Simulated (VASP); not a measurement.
# LiSi8O16 (a cell with a defect) in VASP: notebook, part 2 of 2

VASP 6.6.1. Earlier steps stand in the parts before.

### 3 Single point, PBE

INCAR reads:

```
SYSTEM = LiSi8O16
PREC = Accurate
ENCUT = 520
EDIFF = 1E-6
ISMEAR = -1
SIGMA = 0.01
LREAL = Auto
LASPH = .TRUE.
NELM = 100
ALGO = Normal
ISIF = 2
LWAVE = .FALSE.
LCHARG = .FALSE.
GGA = PE
NELECT = 130.0
NBANDS = 84
```

KPOINTS reads:

```
Automatic mesh
0
Gamma
  1 1 1
  0.25 0.25 0.25
```

POSCAR reads:

```
LiSi8O16
1.0
    0.0000000000      5.0813926900      7.0944098900
    5.0813926900      0.0000000000      7.0944098900
    5.0813926900      5.0813926900      0.0000000000
Si O Li
8 16 1
Direct
    0.2559661009      0.2484470332      0.4565151746
    0.7581994977      0.7491703431      0.9511574153
    0.0830678212      0.6702752174      0.1260543360
    0.5802952083      0.1688890177      0.6308160282
    0.4222327290      0.8306023418      0.3738879704
    0.9223659970      0.3330396351      0.8719369911
    0.0000919627      0.0010540027      0.2950261501
    0.4999053702      0.4963444213      0.8004510096
    0.0913198840      0.2348454363      0.6680573027
    0.6053436485      0.7205140412      0.1742657426
    0.4887022696      0.3292368899      0.7710041029
    0.9867213543      0.8395208245      0.2597156184
    0.4127253786      0.2671921379      0.4963051294
    0.9108765507      0.7681547584      0.9974359512
    0.2064657835      0.8765928754      0.3849960889
    0.7058394318      0.3766989642      0.8879688303
    0.0026845626      0.1754005287      0.0894981611
    0.5309965623      0.6318700362      0.5643089361
    0.3908863761      0.0359252220      0.3696994410
    0.8903595720      0.5424436837      0.8593588368
    0.2937984992      0.6381409715      0.9608335069
    0.7918007113      0.1463573362      0.4630933697
    0.1251562886      0.4517071095      0.2828294439
    0.6260779638      0.9502722188      0.7814299198
   -0.2391595666      0.4240623690      0.3539412795
```

Potentials or basis: VASP PAW PBE potentials, release 64 (Si, O, Li_sv).

On the command line:

```console
cat potpaw_PBE.64/Si/POTCAR potpaw_PBE.64/O/POTCAR potpaw_PBE.64/Li_sv/POTCAR > POTCAR
mpirun -np 1 vasp_std > vasp.out
```

OUTCAR:

```text
SYSTEM = LiSi8O16
   PREC = Accurate
   ENCUT = 520
   EDIFF = 1E-6
   ISMEAR = -1
   LREAL = Auto
   LASPH = .TRUE.
   NELM = 100
   ISIF = 2
   GGA = PE
   NELECT = 130.0

 ion  position               nearest neighbor table
   1  0.256  0.248  0.457-  13 1.62   9 1.63  19 1.64  23 1.64   4 3.11   6 3.12   5 3.14   3 3.14

   2  0.758  0.749  0.951-  14 1.62  24 1.62  20 1.62  10 1.66   4 3.10   6 3.12   3 3.12
   3  0.083  0.670  0.126-  14 1.62  21 1.63  12 1.63  23 1.64   8 3.10   7 3.12   2 3.12   1 3.14

   4  0.580  0.169  0.631-  24 1.62  11 1.62  13 1.62  22 1.67   2 3.10   8 3.11   1 3.11
   5  0.422  0.831  0.374-  19 1.61  15 1.62  18 1.65  10 1.66  25 2.75   1 3.14   7 3.14
   6  0.922  0.333  0.872-  16 1.62  20 1.62   9 1.62  17 1.64   2 3.12   1 3.12   8 3.15
   7  0.000  0.001  0.295-  12 1.61  15 1.62  17 1.63  22 1.67   3 3.12   5 3.14
   8  0.500  0.496  0.800-  21 1.62  16 1.62  11 1.62  18 1.66   3 3.10   4 3.11   6 3.15
   9  0.091  0.235  0.668-   6 1.62   1 1.63
  10  0.605  0.721  0.174-   5 1.66   2 1.66  25 2.06
  11  0.489  0.329  0.771-   4 1.62   8 1.62
  12  0.987  0.840  0.260-   7 1.61   3 1.63
  13  0.413  0.267  0.496-   4 1.62   1 1.62
  14  0.911  0.768  0.997-   2 1.62   3 1.62
  15  0.206  0.877  0.385-   5 1.62   7 1.62
  16  0.706  0.377  0.888-   8 1.62   6 1.62
  17  0.003  0.175  0.089-   7 1.63   6 1.64
  18  0.531  0.632  0.564-   5 1.65   8 1.66  25 2.13
  19  0.391  0.036  0.370-   5 1.61   1 1.64
  20  0.890  0.542  0.859-   2 1.62   6 1.62
  21  0.294  0.638  0.961-   8 1.62   3 1.63
  22  0.792  0.146  0.463-   7 1.67   4 1.67  25 2.07
  23  0.125  0.452  0.283-   1 1.64   3 1.64
  24  0.626  0.950  0.781-   2 1.62   4 1.62
  25  0.761  0.424  0.354-  10 2.06  22 2.07  18 2.13   5 2.75

  LATTYP: Found a body centered tetragonal cell.
 ALAT       =     7.1861744579
 C/A-ratio  =     1.9744608015

  Lattice vectors:

 A1 = (  -5.0813926900,   0.0000000000,   7.0944098900)
 A2 = (   5.0813926900,   0.0000000000,   7.0944098900)
 A3 = (   0.0000000000,   5.0813926900,  -7.0944098900)

Analysis of symmetry for initial positions (statically):
=====================================================================
[... 176 lines left out ...]
   AEXX    =    0.0000 exact exchange contribution
   IVDW    =     0    specifies the selected vdW correction
   LEPSILON=     F    determine dielectric tensor
   LRPA    =     F    only Hartree local field effects (RPA)
 non-spin polarized calculation
  energy-cutoff  :      520.00
  volume of cell :      366.36
 maximum number of plane-waves:      9873
 NGX is ok and might be reduce to    70
   NGX = 33   NGY = 33   NGZ = 27

 number of electron     130.0000000 magnetization

 Free energy of the ion-electron system (eV)
  ---------------------------------------------------
  ext. energy  EPLUGINS =         0.00000000
  ---------------------------------------------------
  free energy    TOTEN  =      -196.11867604 eV

  energy without entropy =     -196.11867604  energy(sigma->0) =     -196.11867604

 E-fermi :   0.2255     XC(G=0):  -8.1924

 val. band max:       -0.1284238491   @ k =  -0.0000  -0.0000  -0.2500
 cond. band min:       5.6957588751   @ k =  -0.0000   0.2500   0.0000
 fundamental gap:      5.8241827243
 Fermi energy:         0.2254651767

 k-point     1 :       0.2500    0.2500    0.2500
  band No.  band energies     occupation
      1     -43.8221      2.00000
      2     -19.3072      2.00000
      3     -18.8260      2.00000
      4     -18.6511      2.00000
      5     -18.6422      2.00000
      6     -18.3984      2.00000
[... 309 lines left out ...]
     76       9.3243      0.00000
     77       9.3786      0.00000
 [bands above 77 left out]

------------------------ aborting loop because EDIFF is reached ----------------------------------------

  FORCE on cell =-STRESS in cart. coord.  units (eV):
  Direction    XX          YY          ZZ          XY          YZ          ZX
  --------------------------------------------------------------------------------------
  -------------------------------------------------------------------------------------
  Total       -9.9517894     -7.3057435     -8.7348115     -0.0307663      0.5972057      0.7585496
  in kB      -43.5211107    -31.9494372    -38.1990295     -0.1345469      2.6116966      3.3172851
  external PRESSURE =     -37.8898591 kB  Pullay stress =       0.0000000 kB

 VOLUME and BASIS-vectors are now :
 -----------------------------------------------------------------------------
  energy-cutoff  :      520.00
  volume of cell :      366.36
      direct lattice vectors                 reciprocal lattice vectors
     0.000000000  5.081392690  7.094409890    -0.098398221  0.098398221  0.070478025
     5.081392690  0.000000000  7.094409890     0.098398221 -0.098398221  0.070478025
     5.081392690  5.081392690  0.000000000     0.098398221  0.098398221 -0.070478025

 POSITION                                       TOTAL-FORCE (eV/Angst)
 -----------------------------------------------------------------------------------
      3.58219      3.62040      3.57851        -0.019060     -0.003633      0.003268
      8.64003      8.68591     10.69390        -0.007784     -0.016396      0.006091
      4.04646      1.06263      5.34452         0.027108     -0.022710      0.005133
      4.06362      6.15413      5.31502         0.011391     -0.012731      0.001703
      6.12049      4.04540      8.88813        -0.014702      0.011621     -0.007938
      6.12296      9.11756      8.90636        -0.016464      0.024151     -0.006635
[... 17 lines left out ...]
      8.79946      7.15210     11.18327         0.007598      0.010199      0.009224
      3.95334      5.66464      8.40619        -0.000509      0.010305      0.000824
 -----------------------------------------------------------------------------------
    total drift:                                0.007699      0.014306      0.003156

  FREE ENERGIE OF THE ION-ELECTRON SYSTEM (eV)
  ---------------------------------------------------
  free  energy   TOTEN  =      -196.1186760368 eV

  energy  without entropy=     -196.1186760368  energy(sigma->0) =     -196.11867604
```

OSZICAR:

```text
N       E                     dE             d eps       ncg     rms          rms(c)
DAV:   1     0.930259223368E+03    0.93026E+03   -0.65627E+04   672   0.142E+03
DAV:   2    -0.134234326043E+03   -0.10645E+04   -0.10339E+04   852   0.337E+02
DAV:   3    -0.218089143762E+03   -0.83855E+02   -0.83487E+02   840   0.102E+02
DAV:   4    -0.220390832832E+03   -0.23017E+01   -0.22917E+01   952   0.146E+01
DAV:   5    -0.220543953319E+03   -0.15312E+00   -0.15304E+00  1096   0.262E+00    0.401E+01
DAV:   6    -0.196041990434E+03    0.24502E+02   -0.10555E+02   744   0.334E+01    0.185E+01
DAV:   7    -0.196090193691E+03   -0.48203E-01   -0.28759E+00   912   0.523E+00    0.703E+00
DAV:   8    -0.196086961691E+03    0.32320E-02   -0.19442E-01   920   0.191E+00    0.267E+00
DAV:   9    -0.196113711859E+03   -0.26750E-01   -0.84502E-02   792   0.123E+00    0.521E-01
DAV:  10    -0.196117827049E+03   -0.41152E-02   -0.51115E-03   984   0.257E-01    0.186E-01
DAV:  11    -0.196118610994E+03   -0.78394E-03   -0.94177E-04   792   0.138E-01    0.302E-02
DAV:  12    -0.196118664842E+03   -0.53848E-04   -0.10057E-04   912   0.419E-02    0.289E-02
DAV:  13    -0.196118672480E+03   -0.76381E-05   -0.11408E-05   824   0.176E-02    0.171E-02
DAV:  14    -0.196118675737E+03   -0.32572E-05   -0.41401E-06   664   0.915E-03    0.388E-03
DAV:  15    -0.196118676037E+03   -0.29949E-06   -0.47356E-07   552   0.366E-03
   1 F= -.19611868E+03 E0= -.19611868E+03  d E =-.807143E-16
```

stdout:

```text
POSCAR found type information on POSCAR SiO Li
 POSCAR found :  3 types and      25 ions
 scaLAPACK will be used
 LDA part: xc-table for (Slater+PW92), standard interpolation
 POSCAR, INCAR and KPOINTS ok, starting setup
 FFT: planning ... GRIDC
 FFT: planning ... GRID_SOFT
 FFT: planning ... GRID
 WAVECAR not read
 entering main loop
 the old and the new charge density differ
 old charge density:   131.00000 new  130.00000
    0.401E+01
```

Wall time 4.9 min (1 thread of Intel Xeon Platinum 8488C (Sapphire Rapids), shared host); peak memory 0.56 GiB.

Results:

| Property | Result |
| --- | --- |
| Free energy | -196.1187 eV |
| Largest force | 0.036 eV/Å |

Forces on the atoms (eV/Å):
```
Si  -0.019 -0.004  0.003
Si  -0.008 -0.016  0.006
Si   0.027 -0.023  0.005
Si   0.011 -0.013  0.002
Si  -0.015  0.012 -0.008
Si  -0.016  0.024 -0.007
Si   0.022  0.014 -0.009
Si   0.006  0.008  0.002
O    0.003  0.003  0.014
O    0.000 -0.003  0.010
O    0.002  0.003  0.019
O   -0.007  0.006  0.005
O   -0.005 -0.007 -0.017
O   -0.003  0.001 -0.014
O    0.006  0.000  0.005
O    0.001 -0.003  0.009
O   -0.006 -0.018 -0.004
O    0.001  0.007 -0.010
O    0.008 -0.005  0.004
O    0.001  0.002 -0.006
O   -0.009 -0.004 -0.013
O   -0.013 -0.009 -0.009
O    0.005  0.004  0.003
O    0.008  0.010  0.009
Li  -0.001  0.010  0.001
```

Levels at points of the mesh, in eV from the Fermi level:
```
           k point  band 61  band 62  band 63  band 64  band 65  band 66  band 67  band 68  band 69  band 70
(0.25, 0.25, 0.25)    -0.86    -0.71    -0.62    -0.59    -0.43     5.47     7.48     7.76     7.99     8.21
```

Caveat: the cell carries a net charge on a neutralising background, which shifts energy and pressure; the cell is charged against a uniform background, so pressure and absolute levels hang on convention; the cutoff is under 1.25 times the usual one of these potentials, so pressure, stress and relaxed cells hold a basis-set (Pulay) error.
